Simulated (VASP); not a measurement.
Zn:

```
CELL_PARAMETERS angstrom
2.66480 0.00000 0.00000
-1.33240 2.30778 0.00000
0.00000 0.00000 4.94670
ATOMIC_POSITIONS crystal
Zn 0.33333 0.66667 0.25000
Zn 0.66667 0.33333 0.75000
```

Base run:

```yaml
Program: VASP 6.6.1
Functional: r2SCAN
Potentials_or_basis: VASP PAW PBE potentials, release 64 (Zn)
Cutoff: 520 eV
k_mesh: 14 × 14 × 7
Occupations: fermi-dirac, width 0.05 eV
Spin: no spin polarisation
```

Its results: band gap on the k mesh zero (bands 12 and 13 overlap by 4.59 eV); pressure -4.1 GPa.

Q: The run is repeated on the same cell with these changes: functional from r2SCAN to LDA; potentials or basis from VASP PAW PBE potentials, release 64 (Zn) to VASP PAW LDA potentials, release 64 (Zn). What comes out?

A: Band gap on the k mesh zero (bands 12 and 13 overlap by 4.48 eV); pressure -8.4 GPa.

Caveats: the cell stands under tension; the PAW data sets were made with another functional, which shifts forces and pressure a little (at least some runs).
